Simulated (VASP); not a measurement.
# BeTe (F-43m) in VASP: further runs, part 2 of 2

VASP 6.6.1. Earlier steps stand in the parts before.

### 3 Dielectric tensor, PBE

Contents of INCAR:

```
ALGO = Normal
EDIFF = 1E-8
ENCUT = 520
GGA = PE
ISIF = 2
ISMEAR = 0
LASPH = True
LCHARG = False
LEPSILON = True
LREAL = False
LWAVE = False
NELM = 60
PREC = Accurate
SIGMA = 0.01
```

Contents of KPOINTS:

```
k-points
0
Gamma
  8 8 8
```

Contents of POSCAR:

```
BeTe
1.0
    0.0000000000      2.7700000000      2.7700000000
    2.7700000000      0.0000000000      2.7700000000
    2.7700000000      2.7700000000      0.0000000000
Te Be
1 1
Direct
    0.7500000000      0.7500000000      0.7500000000
    0.0000000000      0.0000000000      0.0000000000
```

Potentials or basis: VASP PAW PBE potentials, release 64 (Te, Be).

Started as:

```
$ cat potpaw_PBE.64/Te/POTCAR potpaw_PBE.64/Be/POTCAR > POTCAR
$ mpirun -np 1 vasp_std > vasp.out
```

OUTCAR:

```text
EDIFF = 1E-8
   ENCUT = 520
   GGA = PE
   ISIF = 2
   ISMEAR = 0
   LASPH = True
   LEPSILON = True
   LREAL = False
   NELM = 60
   PREC = Accurate

 ion  position               nearest neighbor table
   1  0.750  0.750  0.750-   2 2.40   2 2.40   2 2.40   2 2.40
   2  0.000  0.000  0.000-   1 2.40   1 2.40   1 2.40   1 2.40

  LATTYP: Found a face centered cubic cell.
 ALAT       =     5.5400000000

  Lattice vectors:

 A1 = (   0.0000000000,   2.7700000000,   2.7700000000)
 A2 = (   2.7700000000,   0.0000000000,   2.7700000000)
 A3 = (   2.7700000000,   2.7700000000,   0.0000000000)

Analysis of symmetry for initial positions (statically):
=====================================================================
 Subroutine PRICEL returns:
 Original cell was already a primitive cell.

 Routine SETGRP: Setting up the symmetry group for a
 face centered cubic supercell.

 Subroutine GETGRP returns: Found 24 space group operations
 (whereof 24 operations were pure point group operations)
 out of a pool of 48 trial point group operations.

The static configuration has the point symmetry T_d .

Analysis of symmetry for dynamics (positions and initial velocities):
=====================================================================
 Subroutine PRICEL returns:
 Original cell was already a primitive cell.

 Routine SETGRP: Setting up the symmetry group for a
 face centered cubic supercell.

 Subroutine GETGRP returns: Found 24 space group operations
 (whereof 24 operations were pure point group operations)
 out of a pool of 48 trial point group operations.

The dynamic configuration has the point symmetry T_d .

 Subroutine INISYM returns: Found 24 space group operations
 (whereof 24 operations are pure point group operations),
 and found     1 'primitive' translations
[... 440 lines left out ...]

 HEAD OF MICROSCOPIC STATIC DIELECTRIC TENSOR (INDEPENDENT PARTICLE, excluding Hartree and local field effects)
 ------------------------------------------------------
           8.130962     0.000000    -0.000000
           0.000000     8.130962     0.000000
          -0.000000     0.000000     8.130962
 ------------------------------------------------------

 Free energy of the ion-electron system (eV)
  ---------------------------------------------------
  ---------------------------------------------------
  free energy    TOTEN  =        -0.86837926 eV

  energy without entropy =       -0.86837926

------------------------ aborting loop because EDIFF is reached ----------------------------------------

--------------------------------------- Ionic step        2  -------------------------------------------

------------------------ aborting loop because EDIFF is reached ----------------------------------------

--------------------------------------- Ionic step        3  -------------------------------------------

 Free energy of the ion-electron system (eV)
  ---------------------------------------------------
  ---------------------------------------------------
  free energy    TOTEN  =        -0.86838029 eV

  energy without entropy =       -0.86838029

------------------------ aborting loop because EDIFF is reached ----------------------------------------

 PIEZOELECTRIC TENSOR FIELD DIRECTION 3  (e Angst)
 -----------------------------------------------------------------------------
    -0.00058  1.19943  0.00000           (  0.00000 -0.08075  0.00000)
     1.19943 -0.00058  0.00000           ( -0.08075  0.00000  0.00000)
     0.00000  0.00000 -0.00060           (  0.00000  0.00000  0.00000)

 PIEZOELECTRIC TENSOR FIELD DIRECTION 3  (C/m^2)
 -----------------------------------------------------------------------------
    -0.00022  0.45208  0.00000
     0.45208 -0.00022  0.00000
     0.00000  0.00000 -0.00023

 MACROSCOPIC STATIC DIELECTRIC TENSOR (including local field effects in DFT)
 ------------------------------------------------------
           7.689686     0.000000    -0.000000
           0.000000     7.689686    -0.000000
           0.000000     0.000000     7.689686
 ------------------------------------------------------

 PIEZOELECTRIC TENSOR (including local field effects)  for field in x, y, z        (e  Angst)
          XX          YY          ZZ          XY          YZ          ZX
  --------------------------------------------------------------------------------
  x     0.00000    -0.00000     0.00000     0.00000     1.20389     0.00000
  y     0.00000     0.00000     0.00000     0.00000     0.00000     1.20389
  z     0.00000     0.00000     0.00000     1.20389     0.00000     0.00000

 PIEZOELECTRIC TENSOR (including local field effects)  for field in x, y, z        (C/m^2)
          XX          YY          ZZ          XY          YZ          ZX
  --------------------------------------------------------------------------------
  x     0.00000    -0.00000     0.00000     0.00000     0.45376     0.00000
  y     0.00000     0.00000     0.00000     0.00000     0.00000     0.45376
  z     0.00000     0.00000     0.00000     0.45376     0.00000     0.00000

 BORN EFFECTIVE CHARGES (including local field effects) (in |e|, cummulative output)
 ---------------------------------------------------------------------------------
 ion    1
    1    -1.22149     0.00000     0.00000
    2     0.00000    -1.22149     0.00000
    3     0.00000     0.00000    -1.22149
 ion    2
    1     1.22149     0.00000     0.00000
    2     0.00000     1.22149     0.00000
    3     0.00000     0.00000     1.22149
```

stdout:

```text
POSCAR found type information on POSCAR TeBe
 POSCAR found :  2 types and       2 ions
 scaLAPACK will be used
 LDA part: xc-table for (Slater+PW92), standard interpolation
 POSCAR, INCAR and KPOINTS ok, starting setup
 FFT: planning ... GRIDC
 FFT: planning ... GRID_SOFT
 FFT: planning ... GRID
 WAVECAR not read
 entering main loop
 Linear response reoptimize wavefunctions to high precision
 Linear response G [H, r] |phi>, progress :
  Direction:   1
 Linear response G [H, r] |phi>, progress :
  Direction:   2
 Linear response G [H, r] |phi>, progress :
  Direction:   3
 Linear response to external field (no local field effect), progress :
  Direction:   1
 dielectric tensor                  component  1 :     9.617     4.410     1.020
 Linear response to external field (no local field effect), progress :
  Direction:   2
 dielectric tensor                  component  2 :     4.411     9.918    -1.269
 Linear response to external field (no local field effect), progress :
  Direction:   3
 dielectric tensor                  component  3 :     1.020    -1.270     4.859
 Linear response to external field, progress :
  Direction:   1
 dielectric tensor                  component  1 :     7.690     1.872     1.036
 Linear response to external field, progress :
  Direction:   2
 dielectric tensor                  component  2 :     1.793     7.690     0.871
 Linear response to external field, progress :
  Direction:   3
 dielectric tensor                  component  3 :     1.381     1.527     7.690
 Born effective charges drift removed
```

It took 2.3 min on 1 thread of Intel Xeon Platinum 8488C (Sapphire Rapids), shared host; peak memory 0.25 GiB.

What came out:

```yaml
Band_gap_on_the_k_mesh: 1.85 eV, indirect (least direct gap 3.56 eV)
Electronic_dielectric_tensor_diagonal: 7.69
Born_charges_mean_of_the_diagonal: Te -1.22; Be +1.22 e
```

Electronic dielectric tensor:
```
7.69 0.00 0.00
0.00 7.69 0.00
0.00 0.00 7.69
```

Born effective charge tensors (e):
atom 1, Te
```
-1.22  0.00  0.00
 0.00 -1.22  0.00
 0.00  0.00 -1.22
```
atom 2, Be
```
1.22 0.00 0.00
0.00 1.22 0.00
0.00 0.00 1.22
```

Caveat: spin-orbit coupling is left out, which moves the levels of the heavy elements.

### 4 Vibrations by perturbation theory, PBEsol

Contents of INCAR:

```
SYSTEM = BeTe
PREC     = Accurate       ! precision mode
ENCUT    = 520            ! plane-wave cutoff, eV
EDIFF    = 1E-8           ! SCF threshold, eV
ISMEAR   = 0              ! smearing method
SIGMA    = 0.01           ! smearing width, eV
LREAL    = .FALSE.        ! projectors in reciprocal space
LASPH    = .TRUE.         ! aspherical terms in the spheres
NELM     = 80             ! most SCF steps
ALGO     = Normal         ! electronic algorithm
ISIF     = 2              ! what is computed and relaxed
LWAVE    = .FALSE.        ! write WAVECAR
LCHARG   = .FALSE.        ! write CHGCAR
GGA      = PS             ! functional
NBANDS   = 11             ! bands
IBRION   = 8              ! ionic algorithm
NSW      = 1              ! ionic steps
LEPSILON = .TRUE.         ! dielectric tensor by DFPT
```

Contents of KPOINTS:

```
Automatic mesh
0
G
  8 8 8
  0 0 0
```

POSCAR is that of step 3.

Potentials or basis: VASP PAW PBE potentials, release 64 (Te, Be).

Started as:

```
$ cat potpaw_PBE.64/Te/POTCAR potpaw_PBE.64/Be/POTCAR > POTCAR
$ mpirun -np 1 vasp_std > vasp.out
```

OUTCAR:

```text
SYSTEM = BeTe
   PREC = Accurate
   ENCUT = 520
   EDIFF = 1E-8
   ISMEAR = 0
   LREAL = .FALSE.
   LASPH = .TRUE.
   NELM = 80
   ISIF = 2
   GGA = PS
   IBRION = 8
   NSW = 1
   LEPSILON = .TRUE.

 ion  position               nearest neighbor table
   1  0.750  0.750  0.750-   2 2.40   2 2.40   2 2.40   2 2.40
   2  0.000  0.000  0.000-   1 2.40   1 2.40   1 2.40   1 2.40

  LATTYP: Found a face centered cubic cell.
 ALAT       =     5.5400000000

  Lattice vectors:

 A1 = (   0.0000000000,   2.7700000000,   2.7700000000)
 A2 = (   2.7700000000,   0.0000000000,   2.7700000000)
 A3 = (   2.7700000000,   2.7700000000,   0.0000000000)

Analysis of symmetry for initial positions (statically):
=====================================================================
 Subroutine PRICEL returns:
 Original cell was already a primitive cell.

 Routine SETGRP: Setting up the symmetry group for a
 face centered cubic supercell.

 Subroutine GETGRP returns: Found 24 space group operations
 (whereof 24 operations were pure point group operations)
 out of a pool of 48 trial point group operations.

The static configuration has the point symmetry T_d .

Analysis of symmetry for dynamics (positions and initial velocities):
=====================================================================
 Subroutine PRICEL returns:
 Original cell was already a primitive cell.

 Routine SETGRP: Setting up the symmetry group for a
 face centered cubic supercell.

 Subroutine GETGRP returns: Found 24 space group operations
 (whereof 24 operations were pure point group operations)
 out of a pool of 48 trial point group operations.

The dynamic configuration has the point symmetry T_d .

 Subroutine INISYM returns: Found 24 space group operations
 (whereof 24 operations are pure point group operations),
 and found     1 'primitive' translations

----------------------------------------------------------------------------------------

                                     Primitive cell

  volume of cell :      42.5079

  direct lattice vectors                    reciprocal lattice vectors
     0.000000000  2.770000000  2.770000000    -0.180505415  0.180505415  0.180505415
     2.770000000  0.000000000  2.770000000     0.180505415 -0.180505415  0.180505415
     2.770000000  2.770000000  0.000000000     0.180505415  0.180505415 -0.180505415

  length of vectors
     3.917371568  3.917371568  3.917371568     0.312644550  0.312644550  0.312644550

  position of ions in fractional coordinates (direct lattice)
     0.750000000  0.750000000  0.750000000
     0.000000000  0.000000000  0.000000000

[... 525 lines left out ...]
 -----------------------------------------------------------------------------
    -0.00021  0.45191  0.00000
     0.45191 -0.00021  0.00000
     0.00000  0.00000 -0.00023

--------------------------------------- Ionic step        4  -------------------------------------------

------------------------ aborting loop because EDIFF is reached ----------------------------------------

[... ionic steps 5 to 6 ...]

--------------------------------------- Ionic step        7  -------------------------------------------

 Free energy of the ion-electron system (eV)
  ---------------------------------------------------
  ---------------------------------------------------
  free energy    TOTEN  =        -0.00867981 eV

  energy without entropy =       -0.00867981

------------------------ aborting loop because EDIFF is reached ----------------------------------------

 INTERNAL STRAIN TENSOR  FOR ION    2  DIRECTION 1   (eV/Angst):
 -----------------------------------------------------------------------------
     0.00592  0.00000  0.00000
     0.00000 -0.00363 -6.07473
     0.00000 -6.07473 -0.00363

 MACROSCOPIC STATIC DIELECTRIC TENSOR (including local field effects in DFT)
 ------------------------------------------------------
           7.764930     0.000000     0.000000
           0.000000     7.764930     0.000000
          -0.000000     0.000000     7.764930
 ------------------------------------------------------

 PIEZOELECTRIC TENSOR (including local field effects)  for field in x, y, z        (e  Angst)
          XX          YY          ZZ          XY          YZ          ZX
  --------------------------------------------------------------------------------
  x    -0.00000     0.00000    -0.00000     0.00000     1.20330     0.00000
  y     0.00000     0.00000    -0.00000     0.00000     0.00000     1.20330
  z     0.00000     0.00000     0.00000     1.20330     0.00000     0.00000

 PIEZOELECTRIC TENSOR (including local field effects)  for field in x, y, z        (C/m^2)
          XX          YY          ZZ          XY          YZ          ZX
  --------------------------------------------------------------------------------
  x    -0.00000     0.00000    -0.00000     0.00000     0.45354     0.00000
  y     0.00000     0.00000    -0.00000     0.00000     0.00000     0.45354
  z     0.00000     0.00000     0.00000     0.45354     0.00000     0.00000

 BORN EFFECTIVE CHARGES (including local field effects) (in |e|, cummulative output)
 ---------------------------------------------------------------------------------
 ion    1
    1    -1.23134     0.00000     0.00000
    2    -0.00000    -1.23134     0.00000
    3     0.00000     0.00000    -1.23134
 ion    2
    1     1.23134     0.00000     0.00000
    2     0.00000     1.23134     0.00000
    3     0.00000     0.00000     1.23134

 INTERNAL STRAIN TENSOR FOR ION    2 for displacements in x,y,z  (eV/Angst):
          X           Y           Z          XY          YZ          ZX
  --------------------------------------------------------------------------------
  x     0.00000     0.00000     0.00000     0.00000    -6.07473     0.00000
  y     0.00000     0.00000     0.00000     0.00000     0.00000    -6.07473
  z     0.00000     0.00000     0.00000    -6.07473     0.00000     0.00000

 SECOND DERIVATIVES (NOT SYMMETRIZED)
 ------------------------------------
               1X          1Y          1Z          2X          2Y          2Z
  1X    -7.636643    0.000000    0.000000    7.636643    0.000000    0.000000
  1Y     0.000000   -7.636643    0.000000    0.000000    7.636643    0.000000
  1Z     0.000000    0.000000   -7.636643    0.000000    0.000000    7.636643
  2X     7.640035    0.000000    0.000000   -7.640035    0.000000    0.000000
  2Y     0.000000    7.640035    0.000000    0.000000   -7.640035    0.000000
  2Z     0.000000    0.000000    7.640035    0.000000    0.000000   -7.640035

 Eigenvectors and eigenvalues of the dynamical matrix
 ----------------------------------------------------

   1 f  =   14.892857 THz    93.574582 2PiTHz  496.772246 cm-1    61.591881 meV
             X         Y         Z           dx          dy          dz
      4.155000  4.155000  4.155000     0.000000    0.256802   -0.000000
      0.000000  0.000000  0.000000    -0.000000   -0.966464   -0.000000
[... 21 lines left out ...]
   6 f/i=    0.000821 THz     0.005157 2PiTHz    0.027376 cm-1     0.003394 meV
             X         Y         Z           dx          dy          dz
      4.155000  4.155000  4.155000     0.072714    0.732549   -0.626209
      0.000000  0.000000  0.000000     0.019321    0.194648   -0.166392

--------------------------------------------------------------------------------------------------------

 MACROSCOPIC STATIC DIELECTRIC TENSOR IONIC CONTRIBUTION
 ------------------------------------------------------
           0.844999     0.000000     0.000000
           0.000000     0.844999     0.000000
           0.000000     0.000000     0.844999
 ------------------------------------------------------

 ELASTIC MODULI CONTR FROM IONIC RELAXATION (kBar)
 Direction    XX          YY          ZZ          XY          YZ          ZX
 --------------------------------------------------------------------------------
 XX          -0.0000     -0.0000     -0.0000     -0.0000      0.0000      0.0000
 YY          -0.0000     -0.0000     -0.0000     -0.0000     -0.0000      0.0000
 ZZ          -0.0000     -0.0000     -0.0000      0.0000     -0.0000      0.0000
 XY          -0.0000     -0.0000      0.0000   -174.6340      0.0000      0.0000
 YZ           0.0000     -0.0000     -0.0000      0.0000   -174.6340      0.0000
 ZX           0.0000      0.0000      0.0000      0.0000      0.0000   -174.6340
 --------------------------------------------------------------------------------

 PIEZOELECTRIC TENSOR IONIC CONTR  for field in x, y, z        (C/m^2)
          XX          YY          ZZ          XY          YZ          ZX
  --------------------------------------------------------------------------------
  x     0.00000    -0.00000    -0.00000     0.00000    -0.36146     0.00000
  y     0.00000    -0.00000     0.00000     0.00000    -0.00000    -0.36146
  z    -0.00000    -0.00000     0.00000    -0.36146     0.00000     0.00000
```

It took 3.6 min on 1 thread of AMD EPYC 9R45 (Zen 5), shared host; peak memory 0.24 GiB.

Results:

* Electronic dielectric tensor (diagonal): 7.76
* Born charges (mean of the diagonal): Te -1.23; Be +1.23 e
* Highest phonon frequency at Γ, LO-TO splitting left out: 497 cm⁻¹

Phonon frequencies in cm⁻¹ (negative: imaginary):
| q point | frequencies |
| --- | --- |
| (0.000, 0.000, 0.000) | 0 0 0 497 497 497 |

Electronic dielectric tensor:
```
7.76 0.00 0.00
0.00 7.76 0.00
0.00 0.00 7.76
```

Born effective charge tensors (e):
atom 1, Te
```
-1.23  0.00  0.00
 0.00 -1.23  0.00
 0.00  0.00 -1.23
```
atom 2, Be
```
1.23 0.00 0.00
0.00 1.23 0.00
0.00 0.00 1.23
```

Caveat: the cell wasn't relaxed at this level first, which shifts response properties; spin-orbit coupling is left out, which moves the levels of the heavy elements.

### 5 Summary

```tsv
task	level	potentials or basis	gap on the mesh (eV)
dielectric tensor	LDA	VASP PAW LDA potentials, release 64 (Te, Be)	1.75
dielectric tensor	PBE	VASP PAW PBE potentials, release 64 (Te, Be)	1.85
vibrations by perturbation theory	PBEsol	VASP PAW PBE potentials, release 64 (Te, Be)	-
```

Alike in all rows: no spin polarisation; cell as given; k mesh 8 × 8 × 8; cutoff (eV) 520; smearing gaussian 0.01 eV.

Caveats: spin-orbit coupling is left out, which moves the levels of the heavy elements; the cell wasn't relaxed at this level first, which shifts response properties (some runs).

Total energies depend on the potentials used, so only differences within one code and one set of settings carry meaning.
